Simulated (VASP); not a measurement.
# Sr (Fm-3m) in VASP: further runs

The runs below take Sr through single point, with PBE.

All numbers are computed with VASP 6.6.1; they aren't measurements. Logs are shortened: lines on timing, memory, paths and dates and some standing lists are left out, and cuts for length are marked.

## 1. The cell of the first run

Symmetry: Fm-3m, No. 225, cubic system. Conventional cell: a = 6.038 Å, b = 6.038 Å, c = 6.038 Å, α = 90.00°, β = 90.00°, γ = 90.00°. Sr (site symmetry m-3m) has 12 Sr at 4.27 Å within 5.6 Å.

## 2. Single point, PBE

The input, INCAR:

```
SYSTEM = Sr
PREC = Accurate ; ENCUT = 520
EDIFF = 1E-6 ; ISMEAR = -1
SIGMA = 1.0 ; LREAL = .False.
LASPH = .True. ; NELM = 100
ALGO = Normal ; ISIF = 2
LWAVE = .False. ; LCHARG = .False.
GGA = PE ; NBANDS = 11
```

The input, KPOINTS:

```
regular mesh
0
Gamma
  9 9 9
  0 0 0
```

The input, POSCAR:

```
Sr
1.0
    0.0000000000      3.0191365063      3.0191365063
    3.0191365063      0.0000000000      3.0191365063
    3.0191365063      3.0191365063      0.0000000000
Sr
1
Direct
    0.0000000000      0.0000000000      0.0000000000
```

Potentials or basis: VASP PAW PBE potentials, release 64 (Sr_sv).

Command:

```bash
cat potpaw_PBE.64/Sr_sv/POTCAR > POTCAR
mpirun -np 1 vasp_std > vasp.out
```

OUTCAR:

```text
SYSTEM = Sr
   PREC = Accurate
   ENCUT = 520
   EDIFF = 1E-6
   ISMEAR = -1
   LREAL = .False.
   LASPH = .True.
   NELM = 100
   ISIF = 2
   GGA = PE

 ion  position               nearest neighbor table
   1  0.000  0.000  0.000-

  LATTYP: Found a face centered cubic cell.
 ALAT       =     6.0382730126

  Lattice vectors:

 A1 = (   0.0000000000,   3.0191365063,   3.0191365063)
 A2 = (   3.0191365063,   0.0000000000,   3.0191365063)
 A3 = (   3.0191365063,   3.0191365063,   0.0000000000)

Analysis of symmetry for initial positions (statically):
=====================================================================
 Subroutine PRICEL returns:
 Original cell was already a primitive cell.

 Routine SETGRP: Setting up the symmetry group for a
 face centered cubic supercell.

 Subroutine GETGRP returns: Found 48 space group operations
 (whereof 48 operations were pure point group operations)
 out of a pool of 48 trial point group operations.

The static configuration has the point symmetry O_h .

Analysis of symmetry for dynamics (positions and initial velocities):
=====================================================================
 Subroutine PRICEL returns:
 Original cell was already a primitive cell.

 Routine SETGRP: Setting up the symmetry group for a
 face centered cubic supercell.

 Subroutine GETGRP returns: Found 48 space group operations
 (whereof 48 operations were pure point group operations)
 out of a pool of 48 trial point group operations.

The dynamic configuration has the point symmetry O_h .

 Subroutine INISYM returns: Found 48 space group operations
 (whereof 48 operations are pure point group operations),
 and found     1 'primitive' translations

----------------------------------------------------------------------------------------

                                     Primitive cell

  volume of cell :      55.0400

  direct lattice vectors                    reciprocal lattice vectors
     0.000000000  3.019136506  3.019136506    -0.165610266  0.165610266  0.165610266
     3.019136506  0.000000000  3.019136506     0.165610266 -0.165610266  0.165610266
     3.019136506  3.019136506  0.000000000     0.165610266  0.165610266 -0.165610266

  length of vectors
     4.269703794  4.269703794  4.269703794     0.286845395  0.286845395  0.286845395

  position of ions in fractional coordinates (direct lattice)
     0.000000000  0.000000000  0.000000000

  ion indices of the primitive-cell ions
[... 79 lines left out ...]
   NFREE  =      0    steps in history (QN), initial steepest desc. (CG)
   ISIF   =      2    stress and relaxation
   ISYM   =      2    0-nonsym 1-usesym 2-fastsym
   POTIM  = 0.5000    time-step for ionic-motion
   TEBEG  =    0.0;   TEEND  =   0.0 temperature during run
   PSTRESS=    0.0 pullay stress
   NELECT =      10.0000    total number of electrons
   NUPDOWN=      -1.0000    fix difference up-down
   EMIN   =  10.00;   EMAX   =-10.00  energy-range for DOS
   EFERMI =   0.00;   METHOD = LEGACY
   ISMEAR =    -1;   SIGMA  =   1.00  broadening in eV -4-tet -1-fermi 0-gaus
   EFERMI_NEDOS =   21; number of points for ismear=-14 and -15
   IALGO  =     38    algorithm
   IMIX   =      4    mixing-type and parameters
     AMIX     =   0.40;   BMIX     =  1.00
     AMIX_MAG =   1.60;   BMIX_MAG =  1.00
  volume/ion in A,a.u.               =      55.04       371.43
  Fermi-wavevector in a.u.,A,eV,Ry     =   0.927218  1.752189 11.697393  0.859734
  Thomas-Fermi vector in A             =   2.053265
   LORBIT       =      0    0 simple, 1 ext, 2 COOP (PROOUT), +10 PAW based schemes
   GGA     = PE    functional components
   LHFCALC =     F    Hartree Fock is set to
   AEXX    =    0.0000 exact exchange contribution
   IVDW    =     0    specifies the selected vdW correction
   LEPSILON=     F    determine dielectric tensor
   LRPA    =     F    only Hartree local field effects (RPA)
 non-spin polarized calculation
  energy-cutoff  :      520.00
  volume of cell :       55.04
 maximum number of plane-waves:      1491
   NGX = 15   NGY = 15   NGZ = 15

 number of electron      10.0000000 magnetization

 Free energy of the ion-electron system (eV)
  ---------------------------------------------------
  ext. energy  EPLUGINS =         0.00000000
  ---------------------------------------------------
  free energy    TOTEN  =        -3.54135141 eV

  energy without entropy =       -0.19747089  energy(sigma->0) =       -1.86941115

 E-fermi :   0.9930     XC(G=0):  -7.2938

 val. band max:        0.8723893707   @ k =   0.4444   0.4444   0.0000
 cond. band min:       1.0065239040   @ k =  -0.4444   0.3333   0.1111
 fundamental gap:      0.1341345333
 Fermi energy:         0.9930118673

 k-point     1 :       0.0000    0.0000    0.0000
  band No.  band energies     occupation
      1     -34.7010      2.00000
      2     -16.6220      2.00000
      3     -16.6220      2.00000
      4     -16.6220      2.00000
      5      -2.0164      1.90600
      6       4.0614      0.08886
      7       4.0614      0.08886
      8       4.0614      0.08886
      9       5.5652      0.02046
     10       5.5652      0.02046
     11       8.7040      0.00090
[... 309 lines left out ...]
 k-point    24 :       0.4444    0.4444    0.0000
  band No.  band energies     occupation
      1     -34.6826      2.00000
      2     -16.8067      2.00000
      3     -16.6933      2.00000
      4     -16.6933      2.00000
      5       0.8724      1.06024
      6       2.0633      0.51072
      7       2.7270      0.30015
      8       6.3134      0.00973
      9       6.3134      0.00973
     10       6.5959      0.00735
     11       7.6393      0.00259

 [... further k-points ...]

------------------------ aborting loop because EDIFF is reached ----------------------------------------

  FORCE on cell =-STRESS in cart. coord.  units (eV):
  Direction    XX          YY          ZZ          XY          YZ          ZX
  --------------------------------------------------------------------------------------
  -------------------------------------------------------------------------------------
  Total        0.4659587      0.4659587      0.4659587      0.0000000     -0.0000000      0.0000000
  in kB       13.5637493     13.5637493     13.5637493      0.0000000     -0.0000000      0.0000000
  external PRESSURE =      13.5637493 kB  Pullay stress =       0.0000000 kB

 VOLUME and BASIS-vectors are now :
 -----------------------------------------------------------------------------
  energy-cutoff  :      520.00
  volume of cell :       55.04
      direct lattice vectors                 reciprocal lattice vectors
     0.000000000  3.019136506  3.019136506    -0.165610266  0.165610266  0.165610266
     3.019136506  0.000000000  3.019136506     0.165610266 -0.165610266  0.165610266
     3.019136506  3.019136506  0.000000000     0.165610266  0.165610266 -0.165610266

 POSITION                                       TOTAL-FORCE (eV/Angst)
 -----------------------------------------------------------------------------------
      0.00000      0.00000      0.00000         0.000000      0.000000      0.000000
 -----------------------------------------------------------------------------------
    total drift:                                0.000000      0.000000      0.000000

  FREE ENERGIE OF THE ION-ELECTRON SYSTEM (eV)
  ---------------------------------------------------
  free  energy   TOTEN  =        -3.5413514063 eV

  energy  without entropy=       -0.1974708874  energy(sigma->0) =       -1.86941115
```

stdout:

```text
POSCAR found type information on POSCAR Sr
 POSCAR found :  1 types and       1 ions
 scaLAPACK will be used
 LDA part: xc-table for (Slater+PW92), standard interpolation
 POSCAR, INCAR and KPOINTS ok, starting setup
 FFT: planning ... GRIDC
 FFT: planning ... GRID_SOFT
 FFT: planning ... GRID
 WAVECAR not read
 entering main loop
```

Run time: 8.2 s. Hardware: 1 thread of Intel Xeon 6975P-C (Granite Rapids), shared host; peak memory 0.17 GiB.

Results:

```
Free energy : -3.5414 eV
Pressure    : 1.4 GPa
```

## 3. Single point, PBE

The input, INCAR:

```
SYSTEM = Sr
ALGO = Normal ; EDIFF = 1E-7
ENCUT = 520 ; GGA = PE
ISIF = 2 ; ISMEAR = 1
LASPH = .True. ; LCHARG = .False.
LREAL = .False. ; LWAVE = .False.
NBANDS = 11 ; NELM = 100
PREC = Accurate ; SIGMA = 0.6
```

The input, KPOINTS:

```
k-points
0
Gamma
  9 9 9
  0 0 0
```

POSCAR is that of step 2.

Potentials or basis: VASP PAW PBE potentials, release 64 (Sr_sv).

Command:

```bash
cat potpaw_PBE.64/Sr_sv/POTCAR > POTCAR
mpirun -np 1 vasp_std > vasp.out
```

Wall time 9.2 s (1 thread of Intel Xeon 6975P-C (Granite Rapids), shared host); peak memory 0.17 GiB.

Results (log left out):

- Free energy: -1.6318 eV
- Pressure: 0.0 GPa
- Band gap on the k mesh: 0.09 eV, indirect (least direct gap 0.23 eV)

Levels at points of the mesh, in eV from the valence-band top:
```tsv
k point	band 3	band 4	band 5	band 6	band 7	band 8
(0.00, 0.00, 0.00)	-18.46	-18.46	-3.59	2.40	2.40	2.40
```

## 4. Single point, PBE

The input, INCAR:

```
SYSTEM = Sr
  PREC = Accurate
  ENCUT = 520
  EDIFF = 1E-6
  ISMEAR = 1
  SIGMA = 1.0
  LREAL = .FALSE.
  LASPH = .TRUE.
  NELM = 100
  ALGO = Normal
  ISIF = 2
  LWAVE = .FALSE.
  LCHARG = .TRUE.
  GGA = PE
  LELF = .TRUE.
  LVHAR = .TRUE.
  NBANDS = 11
```

The input, KPOINTS:

```
Automatic mesh
0
G
  9 9 9
  0 0 0
```

POSCAR is that of step 3.

Command:

```bash
cat potpaw_PBE.64/Sr_sv/POTCAR > POTCAR
mpirun -np 1 vasp_std > vasp.out
```

Run time: 10 s. Hardware: 1 thread of Intel Xeon 6975P-C (Granite Rapids), shared host; peak memory 0.17 GiB.

The run converged. Its results:

| Quantity | Value |
| --- | --- |
| Free energy | -1.6283 eV |
| Pressure | 0.0 GPa |

Levels at points of the mesh, in eV from the Fermi level:
| k point | band 3 | band 4 | band 5 | band 6 | band 7 | band 8 |
| --- | --- | --- | --- | --- | --- | --- |
| (0.00, 0.00, 0.00) | -18.43 | -18.43 | -3.57 | 2.42 | 2.42 | 2.42 |

## 5. Single point, PBE

The input, INCAR:

```
SYSTEM = Sr
PREC = Accurate
ENCUT = 520
EDIFF = 1E-7
ISMEAR = 1
SIGMA = 0.01
LREAL = .FALSE.
LASPH = .TRUE.
NELM = 60
ALGO = Normal
ISIF = 2
LWAVE = .FALSE.
LCHARG = .FALSE.
GGA = PE
NBANDS = 11
```

The input, KPOINTS:

```
regular mesh
0
G
  9 9 9
  0 0 0
```

POSCAR is that of step 4.

Potentials or basis: VASP PAW PBE potentials, release 64 (Sr_sv).

Command:

```bash
cat potpaw_PBE.64/Sr_sv/POTCAR > POTCAR
mpirun -np 1 vasp_std > vasp.out
```

OUTCAR:

```text
SYSTEM = Sr
   PREC = Accurate
   ENCUT = 520
   EDIFF = 1E-7
   ISMEAR = 1
   LREAL = .FALSE.
   LASPH = .TRUE.
   NELM = 60
   ISIF = 2
   GGA = PE

 ion  position               nearest neighbor table
   1  0.000  0.000  0.000-

  LATTYP: Found a face centered cubic cell.
 ALAT       =     6.0382730126

  Lattice vectors:

 A1 = (   0.0000000000,   3.0191365063,   3.0191365063)
 A2 = (   3.0191365063,   0.0000000000,   3.0191365063)
 A3 = (   3.0191365063,   3.0191365063,   0.0000000000)

Analysis of symmetry for initial positions (statically):
=====================================================================
 Subroutine PRICEL returns:
 Original cell was already a primitive cell.

 Routine SETGRP: Setting up the symmetry group for a
 face centered cubic supercell.

 Subroutine GETGRP returns: Found 48 space group operations
 (whereof 48 operations were pure point group operations)
 out of a pool of 48 trial point group operations.

The static configuration has the point symmetry O_h .

Analysis of symmetry for dynamics (positions and initial velocities):
=====================================================================
 Subroutine PRICEL returns:
 Original cell was already a primitive cell.

 Routine SETGRP: Setting up the symmetry group for a
 face centered cubic supercell.

 Subroutine GETGRP returns: Found 48 space group operations
 (whereof 48 operations were pure point group operations)
 out of a pool of 48 trial point group operations.

The dynamic configuration has the point symmetry O_h .

 Subroutine INISYM returns: Found 48 space group operations
 (whereof 48 operations are pure point group operations),
 and found     1 'primitive' translations

----------------------------------------------------------------------------------------

                                     Primitive cell

  volume of cell :      55.0400

  direct lattice vectors                    reciprocal lattice vectors
[... 110 lines left out ...]
   GGA     = PE    functional components
   LHFCALC =     F    Hartree Fock is set to
   AEXX    =    0.0000 exact exchange contribution
   IVDW    =     0    specifies the selected vdW correction
   LEPSILON=     F    determine dielectric tensor
   LRPA    =     F    only Hartree local field effects (RPA)
 non-spin polarized calculation
 Methfessel and Paxton  Order N= 1 SIGMA  =   0.01
  energy-cutoff  :      520.00
  volume of cell :       55.04
 maximum number of plane-waves:      1491
   NGX = 15   NGY = 15   NGZ = 15

 number of electron      10.0000000 magnetization

 Free energy of the ion-electron system (eV)
  ---------------------------------------------------
  ext. energy  EPLUGINS =         0.00000000
  ---------------------------------------------------
  free energy    TOTEN  =        -1.63542684 eV

  energy without entropy =       -1.63544593  energy(sigma->0) =       -1.63543321

 E-fermi :   1.5330     XC(G=0):  -7.3464

 val. band max:        1.5245315604   @ k =  -0.3333   0.4444   0.2222
 cond. band min:       1.6118327603   @ k =  -0.4444   0.2222   0.0000
 fundamental gap:      0.0873011999
 Fermi energy:         1.5329503826

 k-point     1 :       0.0000    0.0000    0.0000
  band No.  band energies     occupation
      1     -35.0339      2.00000
      2     -16.9224      2.00000
      3     -16.9224      2.00000
      4     -16.9224      2.00000
      5      -2.0623      2.00000
      6       3.9261      0.00000
      7       3.9261      0.00000
      8       3.9261      0.00000
      9       5.3908      0.00000
     10       5.3908      0.00000
     11       8.6835      0.00000
[... 309 lines left out ...]
 k-point    24 :       0.4444    0.4444    0.0000
  band No.  band energies     occupation
      1     -35.0161      2.00000
      2     -17.1006      2.00000
      3     -16.9913      2.00000
      4     -16.9913      2.00000
      5       0.8151      2.00000
      6       1.9688      0.00000
      7       2.6638      0.00000
      8       6.1798      0.00000
      9       6.1798      0.00000
     10       6.3984      0.00000
     11       7.5152      0.00000

 [... further k-points ...]

------------------------ aborting loop because EDIFF is reached ----------------------------------------

  FORCE on cell =-STRESS in cart. coord.  units (eV):
  Direction    XX          YY          ZZ          XY          YZ          ZX
  --------------------------------------------------------------------------------------
  -------------------------------------------------------------------------------------
  Total       -0.0409989     -0.0409989     -0.0409989      0.0000000      0.0000000      0.0000000
  in kB       -1.1934516     -1.1934516     -1.1934516      0.0000000      0.0000000      0.0000000
  external PRESSURE =      -1.1934516 kB  Pullay stress =       0.0000000 kB

 VOLUME and BASIS-vectors are now :
 -----------------------------------------------------------------------------
  energy-cutoff  :      520.00
  volume of cell :       55.04
      direct lattice vectors                 reciprocal lattice vectors
     0.000000000  3.019136506  3.019136506    -0.165610266  0.165610266  0.165610266
     3.019136506  0.000000000  3.019136506     0.165610266 -0.165610266  0.165610266
     3.019136506  3.019136506  0.000000000     0.165610266  0.165610266 -0.165610266

 POSITION                                       TOTAL-FORCE (eV/Angst)
 -----------------------------------------------------------------------------------
      0.00000      0.00000      0.00000         0.000000      0.000000      0.000000
 -----------------------------------------------------------------------------------
    total drift:                                0.000000      0.000000      0.000000

  FREE ENERGIE OF THE ION-ELECTRON SYSTEM (eV)
  ---------------------------------------------------
  free  energy   TOTEN  =        -1.6354268445 eV

  energy  without entropy=       -1.6354459323  energy(sigma->0) =       -1.63543321
```

It took 8 s on 1 thread of Intel Xeon 6975P-C (Granite Rapids), shared host; peak memory 0.17 GiB.

Results:

* Free energy: -1.6354 eV
* Pressure: -0.1 GPa
* Band gap on the k mesh: 0.09 eV, indirect (least direct gap 0.23 eV)

Levels at points of the mesh, in eV from the valence-band top:
```
           k point  band 1  band 2  band 3  band 4  band 5  band 6  band 7  band 8  band 9  band 10
(0.00, 0.00, 0.00)  -36.56  -18.45  -18.45  -18.45   -3.59    2.40    2.40    2.40    3.87     3.87
```

## 6. Summary

| smearing | gap on the mesh (eV) | pressure (GPa) |
| --- | --- | --- |
| fermi-dirac 1 eV | - | 1.4 |
| methfessel-paxton 0.6 eV | 0.09 | 0.0 |
| methfessel-paxton 1 eV | - | 0.0 |
| methfessel-paxton 0.01 eV | 0.09 | -0.1 |

Alike in all rows: task single point; level PBE; potentials or basis VASP PAW PBE potentials, release 64 (Sr_sv); no spin polarisation; cell as given; k mesh 9 × 9 × 9; cutoff (eV) 520.

Total energies depend on the potentials used, so only differences within one code and one set of settings carry meaning.
